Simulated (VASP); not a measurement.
A run of VASP 6.6.1 is set up as follows.

The input INCAR:

```
SYSTEM = Ga
ALGO     = Normal         ! electronic algorithm
EDIFF    = 1E-6           ! SCF threshold, eV
ENCUT    = 520            ! plane-wave cutoff, eV
ISIF     = 2              ! what is computed and relaxed
ISMEAR   = -1             ! smearing method
LASPH    = .True.         ! aspherical terms in the spheres
LCHARG   = .False.        ! write CHGCAR
LREAL    = .False.        ! projectors in reciprocal space
LWAVE    = .False.        ! write WAVECAR
NBANDS   = 34             ! bands
NELM     = 100            ! most SCF steps
PREC     = Accurate       ! precision mode
SIGMA    = 0.1            ! smearing width, eV
```

The input KPOINTS:

```
k-points
0
Gamma
  12 12 10
  0 0 0
```

Contents of POSCAR:

```
Ga
1.0
    2.2178908173     -3.7419137528      0.0000000000
    2.2178908173      3.7419137528      0.0000000000
    0.0000000000      0.0000000000      4.4249628129
Ga
4
Direct
    0.8443628362      0.1556371638      0.0859373133
    0.6556371638      0.3443628362      0.5859373133
    0.1556371638      0.8443628362      0.9140626867
    0.3443628362      0.6556371638      0.4140626867
```

Potentials or basis: VASP PAW LDA potentials, release 64 (Ga_d).

The run is started by

```bash
$ cat potpaw_LDA.64/Ga_d/POTCAR > POTCAR
$ mpirun -np 1 vasp_std > vasp.out
```

Task: What does it give for the largest force?

Result: 0.034 eV/Å.

Task: Predict the band gap on the k mesh.

Result: Zero (bands 26 and 27 overlap by 1.46 eV).

Stress tensor (GPa, compression positive):
```
0.05 0.00 0.00
0.00 0.33 0.00
0.00 0.00 0.27
```
